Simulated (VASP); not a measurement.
The system is Li2S.

```
Li S
1.0
     0.00000    2.84529    2.84529
     2.84529    0.00000    2.84529
     2.84529    2.84529    0.00000
Li S
2 1
Direct
  0.25000 0.25000 0.25000
  0.75000 0.75000 0.75000
  0.00000 0.00000 0.00000
```

Base run:

* Program: VASP 6.6.1
* Functional: PBE
* Potentials or basis: VASP PAW PBE potentials, release 64 (Li_sv, S)
* Cutoff: 750 eV
* k mesh: 6 × 6 × 6
* Occupations: gaussian, width 0.01 eV
* Spin: no spin polarisation

Its results: band gap on the k mesh 3.39 eV (least direct gap 4.29 eV); pressure 0.2 GPa.

Question: After a change of settings the same cell gave: band gap on the k mesh 3.86 eV (least direct gap 5.05 eV); pressure -0.2 GPa. Which change was it?
A. functional from PBE to r2SCAN; cutoff from 750 eV to 830 eV
B. functional from PBE to HSE06; cutoff from 750 eV to 650 eV; k mesh from 6 × 6 × 6 to 4 × 4 × 4
C. functional from PBE to PBEsol; k mesh from 6 × 6 × 6 to 4 × 4 × 4

Answer: A.

Caveats: the PAW data sets were made with another functional, which shifts forces and pressure a little (at least some runs).
